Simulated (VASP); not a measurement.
Set up this calculation in VASP 6.6.1, as the native input.

```
Task                   : single point
Functional             : PBE
Potentials or basis    : VASP PAW PBE potentials, release 64 (Si, C)
Cutoff                 : 520 eV
k mesh                 : 24 × 24 × 22
Occupations            : gaussian, width 0.1 eV
Spin                   : no spin polarisation
Dipole correction      : no
Further INCAR settings : ALGO = Normal; EDIFF = 1e-06; NBANDS = 11
```

The structure of SiC lies in POSCAR:

```
SiC
1.0
    2.8632103210      0.0000000000      0.0000000000
   -1.4316051605      2.4796128743      0.0000000000
    0.0000000000      0.0000000000      2.5712797763
Si C
1 1
Direct
    0.3333333333      0.6666666667      0.0000000000
    0.6666666667      0.3333333333      0.5000000000
```

The input as run:

INCAR

```
ALGO = Normal
EDIFF = 1E-6
ENCUT = 520
GGA = PE
ISIF = 2
ISMEAR = 0
LASPH = T
LCHARG = F
LREAL = F
LWAVE = F
NBANDS = 11
NELM = 80
PREC = Accurate
SIGMA = 0.1
```

KPOINTS

```
k-points
0
Gamma
  24 24 22
```

Potentials or basis: VASP PAW PBE potentials, release 64 (Si, C).

The run is started by

```bash
$ cat potpaw_PBE.64/Si/POTCAR potpaw_PBE.64/C/POTCAR > POTCAR
$ mpirun -np 1 vasp_std > vasp.out
```

Results of the run:

The pressure is 0.1 GPa and the band gap on the k mesh is zero (band 4 reaches 12.45 eV, above the bottom of band 5 at 7.99 eV).

Run time: 71 s on 1 thread of Intel(R) Xeon(R) Platinum 8488C (Sapphire Rapids) (shared host), peak memory 0.25 GiB.
